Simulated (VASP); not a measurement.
## La3N: single point with PBE

La3N:

```
La N
1.0
    -2.91124    2.91124    2.91124
     2.91124   -2.91124    2.91124
     2.91124    2.91124   -2.91124
La N
3 1
Direct
  0.00000 0.50000 0.50000
  0.50000 0.00000 0.50000
  0.50000 0.50000 0.00000
  0.00000 0.00000 0.00000
```

The cell was built from a structure type or drawn by symmetry, and may not be a known phase.

```
Program             : VASP 6.6.1
Task                : single point
Functional          : PBE
Potentials or basis : VASP PAW PBE potentials, release 64 (La, N)
Cutoff              : 520 eV
k mesh              : 4 × 4 × 4
Occupations         : gaussian, width 0.1 eV
Spin                : no spin polarisation
```

```yaml
Pressure: -0.1 GPa
Band_gap_on_the_k_mesh: zero (bands 19 and 20 overlap by 1.65 eV)
```

Levels at points of the mesh, in eV from the Fermi level:
```
           k point  band 16  band 17  band 18  band 19  band 20  band 21  band 22  band 23
(0.00, 0.00, 0.00)    -2.65    -0.87    -0.87    -0.80    -0.80    -0.80    -0.77     1.72
(0.50, 0.00, 0.00)    -2.04    -0.46    -0.11     0.08     0.13     0.43     1.14     1.29
(0.50, 0.50, 0.50)    -0.99    -0.85    -0.83    -0.83    -0.83     0.29     0.29     1.43
```

Run time: 26 s on 1 thread of AMD EPYC 9R45 96-Core Processor (Zen 5), with other jobs on the host, peak memory 0.21 GiB.

Caveat: the k points lie up to 0.38 Å⁻¹ apart, too coarse for converged energies and pressures of a metal; spin-orbit coupling is left out, which moves the levels of the heavy elements.
